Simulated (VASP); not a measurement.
Set up this calculation in VASP 6.6.1, as the native input.

- Task: single point
- Functional: LDA
- Potentials or basis: VASP PAW LDA potentials, release 64 (Ni)
- Cutoff: 520 eV
- k mesh: 22 × 22 × 22
- Occupations: gaussian, width 0.15 eV
- Spin: collinear spin, ferromagnetic start
- Starting moments: [0.7] μB
- Dipole correction: no
- Further INCAR settings: ALGO = Normal; EDIFF = 1e-06; NBANDS = 15

The structure of Ni lies in POSCAR:

```
Ni
1.0
    0.0000000000      1.8704976897      1.5837165794
    1.6821638262      0.0000000000      1.5837165794
    1.6821638262      1.8704976897      0.0000000000
Ni
1
Direct
    0.0000000000      0.0000000000      0.0000000000
```

This cell differs from its parent crystal: strain +e along x and -e along y -0.0550, strain +e along z and -e/2 along x and y -0.0750.

One way to write it, as run:

INCAR

```
ALGO = Normal ; EDIFF = 1E-6
ENCUT = 520 ; GGA = CA
ISIF = 2 ; ISMEAR = 0
ISPIN = 2 ; LASPH = True
LCHARG = False ; LMAXMIX = 4
LORBIT = 11 ; LREAL = False
LWAVE = False ; MAGMOM = 0.7
NBANDS = 15 ; NELM = 150
PREC = Accurate ; SIGMA = 0.15
```

KPOINTS

```
k-points
0
Gamma
  22 22 22
```

Potentials or basis: VASP PAW LDA potentials, release 64 (Ni).

The run is started by

```console
$ cat potpaw_LDA.64/Ni/POTCAR > POTCAR
$ mpirun -np 1 vasp_std > vasp.out
```

It gave:

```json
{
  "Pressure": "3.3 GPa",
  "Net moment": "0.51 μB per cell",
  "Site moments": "Ni +0.51 μB",
  "Valence electrons inside the program's atomic spheres": "Ni 9.50"
}
```

Caveat: the cell differs from its parent crystal (strain +e along x and -e along y -0.0550, strain +e along z and -e/2 along x and y -0.0750); the stress differs along the axes, from -12 to 12 GPa.

Wall time 4.3 min on 1 thread of Intel(R) Xeon(R) 6975P-C (Granite Rapids), on a shared host, peak memory 0.42 GiB.
